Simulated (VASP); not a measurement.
# CaGaC4N4: single point with PBE

The system is CaGaC4N4.

```xyz
10
Lattice="7.9402 0.0000 0.0000 0.0000 7.9402 0.0000 0.0000 0.0000 3.8986" Properties=species:S:1:pos:R:3 pbc="T T T"
Ca    0.0000    0.0000    0.0000
Ga    3.9701    3.9701    0.0000
C     1.7629    6.1773    0.0000
C     6.1773    1.7629    0.0000
C     1.7629    1.7629    0.0000
C     6.1773    6.1773    0.0000
N     2.5916    5.3487    0.0000
N     5.3487    2.5916    0.0000
N     2.5916    2.5916    0.0000
N     5.3487    5.3487    0.0000
```

- Program: VASP 6.6.1
- Task: single point
- Functional: PBE
- Potentials or basis: VASP PAW PBE potentials, release 64 (Ca_sv, Ga_d, C_h, N_h)
- Cutoff: 1330 eV
- k mesh: 4 × 4 × 4
- Occupations: gaussian, width 0.1 eV
- Spin: no spin polarisation

| Quantity | Value |
| --- | --- |
| Pressure | 0.0 GPa |
| Largest force | 0.023 eV/Å |
| Band gap on the k mesh | zero (an odd number of electrons rules out a gap without spin polarisation) |

Forces in eV/Å, atoms in the order of the input:
```
Ca   0.000  0.000  0.000
Ga   0.000  0.000  0.000
C    0.016 -0.016  0.000
C   -0.016  0.016  0.000
C    0.016  0.016  0.000
C   -0.016 -0.016  0.000
N   -0.010  0.010  0.000
N    0.010 -0.010  0.000
N   -0.010 -0.010  0.000
N    0.010  0.010  0.000
```

Stress tensor (GPa, compression positive):
```
 0.09  0.00  0.00
 0.00  0.09  0.00
 0.00  0.00 -0.07
```

Levels at points of the mesh, in eV from the Fermi level:
```csv
k point,band 27,band 28,band 29,band 30,band 31,band 32,band 33,band 34
"(0.00, 0.00, 0.00)",-4.85,-4.62,-4.43,0.29,0.65,1.15,1.65,2.24
"(0.50, 0.00, 0.00)",-4.80,-4.77,-4.23,0.32,1.04,1.18,1.42,2.12
"(0.50, 0.50, 0.00)",-4.88,-4.53,-4.53,0.33,1.15,1.42,1.89,2.24
"(0.00, 0.00, 0.50)",-4.61,-4.57,-4.29,-0.80,0.79,0.79,0.98,1.86
"(0.50, 0.00, 0.50)",-4.71,-4.65,-4.04,-0.70,0.67,0.95,1.36,1.79
"(0.50, 0.50, 0.50)",-4.81,-4.36,-4.36,-0.36,0.80,0.80,0.84,1.72
```

Run time: 11 min on 1 thread of Intel(R) Xeon(R) Platinum 8488C (Sapphire Rapids) (shared host), peak memory 1.3 GiB.

Caveat: the k points lie up to 0.40 Å⁻¹ apart, too coarse for converged energies and pressures of a metal; an odd number of electrons without spin polarisation forces a metal; a magnetic or distorted state may lie lower.
